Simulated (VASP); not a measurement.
# Ga3As3N2 in VASP: further runs

Ga3As3N2 is run at these levels: PBE+D3(BJ); tasks: single point.

Everything below comes from runs of VASP 6.6.1. Logs are shortened: lines on timing, memory, paths and dates and some standing lists are left out, and cuts for length are marked.

**1. The cell of the first run**

The cell holds a slab with vacuum, 8 atoms: a = 4.014 Å, b = 5.676 Å, c = 22.885 Å, α = 90.00°, β = 90.00°, γ = 90.00°.

**2. Single point, PBE+D3(BJ)**

INCAR

```
ALGO = Normal ; DIPOL = 0.5 0.5 0.331
EDIFF = 1E-6 ; ENCUT = 520
GGA = PE ; IDIPOL = 3
ISIF = 2 ; ISMEAR = 0
IVDW = 12 ; LASPH = T
LCHARG = F ; LDIPOL = T
LREAL = F ; LWAVE = F
NBANDS = 42 ; NELM = 80
PREC = Accurate ; SIGMA = 0.05
```

KPOINTS

```
k-points
0
Gamma
  7 5 1
```

POSCAR

```
Ga3As3N2
1.0
    4.0137031116      0.0000000000      0.0000000000
    0.0000000000      5.6762333758      0.0000000000
    0.0000000000      0.0000000000     22.8852699092
Ga As N
3 3 2
Direct
    0.5000000000      0.5000000000      0.1747849169
    0.0000000000      0.0653835254      0.2732733389
    0.5000000000      0.4894639615      0.3292030243
    0.0000000000      0.2500000000      0.1747849169
    0.5000000000      0.8102208702      0.2554204538
    0.0000000000      0.2887573197      0.3664046761
    0.5000000000      0.5387573197      0.5149718555
    0.5000000000      0.5387573197      0.5630377077
```

Potentials or basis: VASP PAW PBE potentials, release 64 (Ga_d, As, N).

Launch:

```console
$ cat potpaw_PBE.64/Ga_d/POTCAR potpaw_PBE.64/As/POTCAR potpaw_PBE.64/N/POTCAR > POTCAR
$ mpirun -np 1 vasp_std > vasp.out
```

OUTCAR:

```text
EDIFF = 1E-6
   ENCUT = 520
   GGA = PE
   ISIF = 2
   ISMEAR = 0
   IVDW = 12
   LASPH = T
   LREAL = F
   NELM = 80
   PREC = Accurate
 IVDW          = 12

 ion  position               nearest neighbor table
   1  0.500  0.500  0.175-   4 2.46   4 2.46   5 2.55
   2  0.000  0.065  0.273-   6 2.48   4 2.49   5 2.51   5 2.51
   3  0.500  0.489  0.329-   6 2.46   6 2.46   5 2.48
   4  0.000  0.250  0.175-   1 2.46   1 2.46   2 2.49
   5  0.500  0.810  0.255-   3 2.48   2 2.51   2 2.51   1 2.55
   6  0.000  0.289  0.366-   3 2.46   3 2.46   2 2.48
   7  0.500  0.539  0.515-   8 1.10
   8  0.500  0.539  0.563-   7 1.10

  LATTYP: Found a simple orthorhombic cell.
 ALAT       =     4.0137031116
 B/A-ratio  =     1.4142135624
 C/A-ratio  =     5.7017844302

  Lattice vectors:

 A1 = (   4.0137031116,   0.0000000000,   0.0000000000)
 A2 = (   0.0000000000,   5.6762333758,   0.0000000000)
 A3 = (   0.0000000000,   0.0000000000,  22.8852699092)

Analysis of symmetry for initial positions (statically):
=====================================================================
 Subroutine PRICEL returns:
 Original cell was already a primitive cell.

 Routine SETGRP: Setting up the symmetry group for a
 simple orthorhombic supercell.

 Subroutine GETGRP returns: Found  2 space group operations
 (whereof  2 operations were pure point group operations)
 out of a pool of  8 trial point group operations.

The static configuration has the point symmetry C_1h.

Analysis of symmetry for dynamics (positions and initial velocities):
=====================================================================
 Subroutine PRICEL returns:
 Original cell was already a primitive cell.

 Routine SETGRP: Setting up the symmetry group for a
 simple orthorhombic supercell.

 Subroutine GETGRP returns: Found  2 space group operations
 (whereof  2 operations were pure point group operations)
 out of a pool of  8 trial point group operations.

The dynamic configuration has the point symmetry C_1h.

 Subroutine INISYM returns: Found  2 space group operations
 (whereof  2 operations are pure point group operations),
 and found     1 'primitive' translations

----------------------------------------------------------------------------------------

                                     Primitive cell

  volume of cell :     521.3886

[... 98 lines left out ...]
   NELECT =      64.0000    total number of electrons
   NUPDOWN=      -1.0000    fix difference up-down
   EMIN   =  10.00;   EMAX   =-10.00  energy-range for DOS
   EFERMI =   0.00;   METHOD = LEGACY
   ISMEAR =     0;   SIGMA  =   0.05  broadening in eV -4-tet -1-fermi 0-gaus
   EFERMI_NEDOS =   21; number of points for ismear=-14 and -15
   IALGO  =     38    algorithm
   IMIX   =      4    mixing-type and parameters
     AMIX     =   0.40;   BMIX     =  1.00
     AMIX_MAG =   1.60;   BMIX_MAG =  1.00
  volume/ion in A,a.u.               =      65.17       439.81
  Fermi-wavevector in a.u.,A,eV,Ry     =   0.813606  1.537493  9.006448  0.661955
  Thomas-Fermi vector in A             =   1.923362
   LORBIT       =      0    0 simple, 1 ext, 2 COOP (PROOUT), +10 PAW based schemes
   GGA     = PE    functional components
   LHFCALC =     F    Hartree Fock is set to
   AEXX    =    0.0000 exact exchange contribution
   IVDW    =    12    specifies the selected vdW correction
   LEPSILON=     F    determine dielectric tensor
   LRPA    =     F    only Hartree local field effects (RPA)
 non-spin polarized calculation
 Gauss-broadening in eV      SIGMA  =   0.05
  energy-cutoff  :      520.00
  volume of cell :      521.39
 maximum number of plane-waves:     14091
 NGX is ok and might be reduce to    30
   NGX = 15   NGY = 21   NGZ = 85

 dipolmoment           0.000000      0.000000     -0.003097 electrons x Angstroem

 number of electron      64.0000015 magnetization

 dipolmoment           0.000000      0.000000      0.033850 electrons x Angstroem

 Free energy of the ion-electron system (eV)
  ---------------------------------------------------
  ext. energy  EPLUGINS =         0.00000000
  ---------------------------------------------------
  free energy    TOTEN  =       -39.40606576 eV

  energy without entropy =      -39.40606576  energy(sigma->0) =      -39.40606576

 E-fermi :  -1.9984     XC(G=0):  -3.8678

 val. band max:       -2.1980240561   @ k =   0.0000   0.0000   0.0000
 cond. band min:      -1.7934298036   @ k =   0.4286   0.0000   0.0000
 fundamental gap:      0.4045942524
 Fermi energy:        -1.9984127436

 k-point     1 :       0.0000    0.0000    0.0000
  band No.  band energies     occupation
      1     -25.9231      2.00000
      2     -17.1773      2.00000
      3     -17.1191      2.00000
      4     -17.1035      2.00000
      5     -17.0786      2.00000
      6     -17.0557      2.00000
[... 529 lines left out ...]
     41       2.8098      0.00000
     42       3.1385      0.00000

------------------------ aborting loop because EDIFF is reached ----------------------------------------

 vacuum level on the upper side and lower side of the slab       (xc-potential included)         0.006        -0.252

 Edisp (eV)   -1.25685

 E8    (eV) :    -0.5706

  FORCE on cell =-STRESS in cart. coord.  units (eV):
  Direction    XX          YY          ZZ          XY          YZ          ZX
  --------------------------------------------------------------------------------------
  -------------------------------------------------------------------------------------
  Total      -2.09773    -2.65470     2.18342     0.00000    -0.02288     0.00000
  in kB      -6.44613    -8.15763     6.70944     0.00000    -0.07029     0.00000
  external pressure =       -2.63 kB  Pullay stress =        0.00 kB

 VOLUME and BASIS-vectors are now :
 -----------------------------------------------------------------------------
  energy-cutoff  :      520.00
  volume of cell :      521.39
      direct lattice vectors                 reciprocal lattice vectors
     4.013703112  0.000000000  0.000000000     0.249146479  0.000000000  0.000000000
     0.000000000  5.676233376  0.000000000     0.000000000  0.176173165  0.000000000
     0.000000000  0.000000000 22.885269909     0.000000000  0.000000000  0.043696229

 POSITION                                       TOTAL-FORCE (eV/Angst)
 -----------------------------------------------------------------------------------
      2.00685      2.83812      4.00000         0.000000     -0.310768      1.034138
      0.00000      0.37113      6.25393         0.000000     -0.004867      0.020900
      2.00685      2.77831      7.53390         0.000000      0.000219      0.022669
      0.00000      1.41906      4.00000         0.000000      0.314096     -1.064314
      2.00685      4.59900      5.84537         0.000000      0.007690     -0.014907
      0.00000      1.63905      8.38527         0.000000     -0.009450      0.041899
      2.00685      3.05811     11.78527         0.000000      0.012568     -2.142520
      2.00685      3.05811     12.88527         0.000000     -0.009489      2.102135
 -----------------------------------------------------------------------------------
    total drift:                                0.000000     -0.000288      0.000245

  FREE ENERGIE OF THE ION-ELECTRON SYSTEM (eV)
  ---------------------------------------------------
  free  energy   TOTEN  =       -40.6629116843 eV

  energy  without entropy=      -40.6629116841  energy(sigma->0) =      -40.66291168

 vacuum level on the upper side and lower side of the slab         2.623         2.357
```

stdout:

```text
POSCAR found type information on POSCAR GaAsN
 POSCAR found :  3 types and       8 ions
 scaLAPACK will be used
 LDA part: xc-table for (Slater+PW92), standard interpolation
 POSCAR, INCAR and KPOINTS ok, starting setup
 FFT: planning ... GRIDC
 FFT: planning ... GRID_SOFT
 FFT: planning ... GRID
 WAVECAR not read
 entering main loop
```

Wall time 8.9 min (1 thread of Intel Xeon 6975P-C, shared host); peak memory 0.64 GiB.

What came out:

| Item | Value |
| --- | --- |
| Free energy | -40.6629 eV |
| Largest force | 2.143 eV/Å |
| Band gap on the k mesh | 0.40 eV, indirect (least direct gap 0.75 eV) |
| Dispersion energy per atom | -0.157 eV |

Forces in eV/Å, atoms in the order of the input:
```
Ga   0.000 -0.311  1.034
Ga   0.000 -0.005  0.021
Ga   0.000  0.000  0.023
As   0.000  0.314 -1.064
As   0.000  0.008 -0.015
As   0.000 -0.009  0.042
N    0.000  0.013 -2.143
N    0.000 -0.009  2.102
```

Levels at points of the mesh, in eV from the valence-band top:
| k point | band 30 | band 31 | band 32 | band 33 | band 34 | band 35 |
| --- | --- | --- | --- | --- | --- | --- |
| (0.00, 0.00, 0.00) | -0.89 | -0.84 | 0.00 | 0.75 | 1.61 | 2.30 |

Caveat: the standard files for N, O and F lose accuracy on very short bonds.

**3. Single point, PBE+D3(BJ)**

INCAR

```
SYSTEM = Ga3As3N2
PREC = Accurate
ENCUT = 520
EDIFF = 1E-7
ISMEAR = 0
SIGMA = 0.05
LREAL = .False.
LASPH = .True.
NELM = 60
ALGO = Normal
ISIF = 2
LWAVE = .False.
LCHARG = .False.
LDIPOL = .True.
IDIPOL = 3
DIPOL = 0.5 0.5 0.331
GGA = PE
IVDW = 12
NBANDS = 42
```

KPOINTS

```
Automatic mesh
0
Gamma
  7 5 1
  0 0 0
```

Edit POSCAR of step 2 so:

```diff
@@ -14,3 +14,3 @@
     0.0000000000      0.2887573197      0.3664046761
-    0.5000000000      0.5387573197      0.5149718555
-    0.5000000000      0.5387573197      0.5630377077
+    0.5000000000      1.0387573197      0.5149718555
+    0.5000000000      1.0387573197      0.5630377077
```

Potentials or basis: VASP PAW PBE potentials, release 64 (Ga_d, As, N).

Launch:

```console
$ cat potpaw_PBE.64/Ga_d/POTCAR potpaw_PBE.64/As/POTCAR potpaw_PBE.64/N/POTCAR > POTCAR
$ mpirun -np 1 vasp_std > vasp.out
```

Run time: 9.7 min. Hardware: 1 thread of Intel Xeon 6975P-C, shared host; peak memory 0.63 GiB.

The run converged. Its results:

| Quantity | Value |
| --- | --- |
| Free energy | -40.6543 eV |
| Largest force | 2.153 eV/Å |
| Band gap on the k mesh | 0.40 eV, indirect (least direct gap 0.76 eV) |
| Dispersion energy per atom | -0.157 eV |

Forces on the atoms (eV/Å):
```
Ga   0.000 -0.311  1.030
Ga   0.000 -0.008  0.015
Ga   0.000  0.001  0.008
As   0.000  0.318 -1.061
As   0.000  0.012 -0.013
As   0.000 -0.010  0.054
N    0.000 -0.013 -2.153
N    0.000  0.010  2.119
```

Levels at points of the mesh, in eV from the valence-band top:
```
           k point  band 28  band 29  band 30  band 31  band 32  band 33  band 34  band 35  band 36  band 37
(0.00, 0.00, 0.00)    -1.98    -1.32    -0.89    -0.85     0.00     0.76     1.63     2.30     2.73     2.96
```

Caveat: the standard files for N, O and F lose accuracy on very short bonds.
